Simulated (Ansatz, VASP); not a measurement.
# AlN in VASP and in Ansatz

Contents of POSCAR:

```
AlN
1.0
    0.0000000000      2.0612910439      2.0612910439
    2.0612910439      0.0000000000      2.0612910439
    2.0612910439      2.0612910439      0.0000000000
Al N
1 1
Direct
    0.5000000000      0.5000000000      0.5000000000
    0.0000000000      0.0000000000      0.0000000000
```

File INCAR.step1:

```
PREC = Accurate
ENCUT = 520
EDIFF = 1E-5
ISMEAR = -1
SIGMA = 0.05
LREAL = False
LASPH = True
NELM = 100
ALGO = Normal
ISIF = 2
LWAVE = True
LCHARG = False
NBANDS = 11
GGA = PE
```

Contents of INCAR.step2:

```
PREC = Accurate
ENCUT = 520
EDIFF = 1E-6
ISMEAR = -1
SIGMA = 0.05
LREAL = False
LASPH = True
NELM = 100
ALGO = Normal
ISIF = 2
LWAVE = False
LCHARG = False
GGA = PE
LHFCALC = True
AEXX = 0.25
PRECFOCK = Normal
NBANDS = 11
ISTART = 1
```

KPOINTS

```
regular mesh
0
Gamma
  6 6 6
```

The input input.yaml:

```yaml
crystal:
  lattice:
    - [0.0, 2.0612910439, 2.0612910439]
    - [2.0612910439, 0.0, 2.0612910439]
    - [2.0612910439, 2.0612910439, 0.0]
  atoms:
    - { symbol: Al, position: [0.5, 0.5, 0.5] }
    - { symbol: "N", position: [0.0, 0.0, 0.0] }
hamiltonian:
  xc: pbe0
  pseudopotentials: { kind: paw }
kpoints:
  mp_grid: { grid: [6, 6, 6] }
scf:
  occupations: { method: fermi_dirac, width: 0.05 }
output:
  forces: true
  stress: true
  eigenvalues: true
```

Alike in both runs: task single point; functional PBE0; k mesh 6 × 6 × 6; occupations fermi-dirac, width 0.05 eV; no spin polarisation.

|  | VASP | Ansatz |
| --- | --- | --- |
| version | VASP 6.6.1 | Ansatz 0.2.0 |
| potentials or method | VASP PAW PBE potentials, release 64 (Al, N) | Ansatz PAW |
| plane-wave cutoff (eV) | 520 | 420 |
| valence electrons in the cell | 8 | 8 |

VASP gave:

| Quantity | Value |
| --- | --- |
| gap on the k mesh at the Fermi level (eV) | 6.14 |
| least direct gap on the mesh (eV) | 7.06 |
| pressure (GPa) | -16.6 |

Problem. What did Ansatz give for the same quantities?

Solution. gap on the k mesh at the Fermi level (eV): 6.18; least direct gap on the mesh (eV): 7.05; pressure (GPa): -16.7.

The k mesh is coarse, so the values compare programs but aren't converged.
